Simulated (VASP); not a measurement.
Si2Mo: single point with RPBE+D3(BJ)

The system is Si2Mo.

```
Mo Si
1.0
    -1.60000    1.60000    3.93050
     1.60000   -1.60000    3.93050
     1.60000    1.60000   -3.93050
Mo Si
1 2
Direct
  0.00000 0.00000 0.00000
  0.66700 0.66700 0.00000
  0.33300 0.33300 0.00000
```

```
Program                 : VASP 6.6.1
Task                    : single point
Functional              : RPBE
Dispersion              : D3(BJ)
Potentials or basis     : VASP PAW PBE potentials, release 64 (Mo_sv, Si)
Cutoff                  : 520 eV
k mesh                  : 12 × 12 × 12
Occupations             : fermi-dirac, width 0.01 eV
Spin                    : collinear spin
Starting moments        : [-0.77, 0.0, 0.0] μB
Dipole correction       : no
k mesh for the DOS      : 18 × 18 × 18
Occupations for the DOS : tetrahedron
Further INCAR settings  : ALGO = Normal; EDIFF = 1e-07; NBANDS = 22
```

The net moment is 0.00 μB per cell, the valence electrons inside the program's atomic spheres are Mo 12.66; Si 1.62 and the dispersion energy per atom is -2.914 eV.

Levels at points of the mesh, in eV from the Fermi level:
Spin up:
```tsv
k point	band 9	band 10	band 11	band 12	band 13	band 14
(0.00, 0.00, 0.00)	-2.65	-2.65	0.41	3.06	3.12	3.65
(0.50, 0.00, 0.00)	-2.60	-2.50	-0.52	2.28	3.03	4.07
(0.50, 0.50, 0.00)	-4.49	-3.06	-1.14	2.34	2.74	3.04
(0.50, 0.50, 0.50)	-0.58	-0.58	-0.52	-0.52	0.55	4.66
```
Spin down:
| k point | band 8 | band 9 | band 10 | band 11 | band 12 | band 13 | band 14 | band 15 |
| --- | --- | --- | --- | --- | --- | --- | --- | --- |
| (0.00, 0.00, 0.00) | -3.00 | -2.65 | -2.65 | 0.41 | 3.06 | 3.12 | 3.65 | 3.65 |
| (0.50, 0.00, 0.00) | -4.48 | -2.60 | -2.50 | -0.52 | 2.28 | 3.03 | 4.07 | 4.27 |
| (0.50, 0.50, 0.00) | -5.24 | -4.49 | -3.06 | -1.14 | 2.34 | 2.74 | 3.04 | 3.24 |
| (0.50, 0.50, 0.50) | -2.28 | -0.58 | -0.58 | -0.52 | -0.52 | 0.55 | 4.66 | 5.25 |

It took 18 min on 1 thread of AMD EPYC 7R13 Processor (Zen 3) (shared host), peak memory 0.68 GiB.

Caveat: three body term missing.
